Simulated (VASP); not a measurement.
Set up this calculation in VASP 6.6.1, as the native input.

```
Task                   : single point
Functional             : LDA
Potentials or basis    : VASP PAW LDA potentials, release 64 (Ta_pv, N)
Cutoff                 : 520 eV
k mesh                 : 2 × 2 × 4
Occupations            : fermi-dirac, width 0.1 eV
Spin                   : no spin polarisation
Dipole correction      : no
Further INCAR settings : ALGO = Normal; EDIFF = 1e-06; NBANDS = 33
```

The structure of TaN lies in POSCAR:

```
TaN
1.0
    5.1910000000      0.0000000000      0.0000000000
   -2.5955000000      4.4955378700      0.0000000000
    0.0000000000      0.0000000000      2.9080000000
Ta N
3 3
Direct
    0.0000000000      0.0000000000      0.0000000000
    0.3333333333      0.6666666667      0.5000000000
    0.6666666667      0.3333333333      0.5000000000
    0.5000000000      0.0000000000      0.0000000000
    0.5000000000      0.5000000000      0.0000000000
    0.0000000000      0.5000000000      0.0000000000
```

These files were run (other wordings do the same):

INCAR

```
SYSTEM = TaN
PREC = Accurate
ENCUT = 520
EDIFF = 1E-6
ISMEAR = -1
SIGMA = 0.1
LREAL = .FALSE.
LASPH = .TRUE.
NELM = 60
ALGO = Normal
ISIF = 2
LWAVE = .FALSE.
LCHARG = .FALSE.
GGA = CA
NBANDS = 33
```

KPOINTS

```
regular mesh
0
G
  2 2 4
  0 0 0
```

Potentials or basis: VASP PAW LDA potentials, release 64 (Ta_pv, N).

Run with:

```sh
$ cat potpaw_LDA.64/Ta_pv/POTCAR potpaw_LDA.64/N/POTCAR > POTCAR
$ mpirun -np 1 vasp_std > vasp.out
```

Results of the run:

* Pressure: -3.3 GPa
* Band gap on the k mesh: zero (band 24 reaches 8.88 eV, above the bottom of band 25 at 6.73 eV)

Caveat: the k points lie up to 0.70 Å⁻¹ apart; spin-orbit coupling is left out, which moves the levels of the heavy elements.

Wall time 32 s on 1 thread of AMD EPYC 7R13, with other jobs on the host, peak memory 0.13 GiB.
